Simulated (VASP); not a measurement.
The system is Rh.

```xyz
1
Lattice="0.0000 1.8979 1.8979 1.8979 0.0000 1.8979 1.8979 1.8979 0.0000" Properties=species:S:1:pos:R:3 pbc="T T T"
Rh    0.0000    0.0000    0.0000
```

```yaml
Program: VASP 6.6.1
Task: relaxation of cell and atoms
Functional: LDA
Potentials_or_basis: VASP PAW LDA potentials, release 64 (Rh_pv)
Cutoff: 600 eV
k_mesh: 20 × 20 × 20
Occupations: fermi-dirac, width 0.08 eV
Spin: no spin polarisation
```

At the start: pressure -8.8 GPa; volume 13.67 Å³/atom.

Q: Where does the relaxation end?

A: Over 8 steps the energy falls by 11.5 meV/atom and the volume is 13.27 Å³/atom (-3.0 %); space group Fm-3m (No. 225, to 0.1 Å) before and after.

The path:
| step | energy change (eV) | largest force (eV/Å) | pressure (GPa) | volume (Å³) |
| --- | --- | --- | --- | --- |
| 1 | 0.0000 | 0.0000 | -8.83 | 13.67 |
| 2 | 0.0818 | 0.0000 | 31.48 | 12.23 |
| 3 | -0.0115 | 0.0000 | -0.35 | 13.28 |
| 4 | -0.0115 | 0.0000 | -0.05 | 13.26 |
| 5 | -0.0115 | 0.0000 | 0.24 | 13.26 |
| 6 | -0.0115 | 0.0000 | -0.55 | 13.29 |
| 7 | -0.0115 | 0.0000 | -0.03 | 13.27 |
| 8 | -0.0115 | 0.0000 | 0.01 | 13.27 |

Final structure:
```
Rh
1.0
     0.00000    1.87886    1.87886
     1.87886    0.00000    1.87886
     1.87886    1.87886    0.00000
Rh
1
Direct
  0.00000 0.00000 0.00000
```
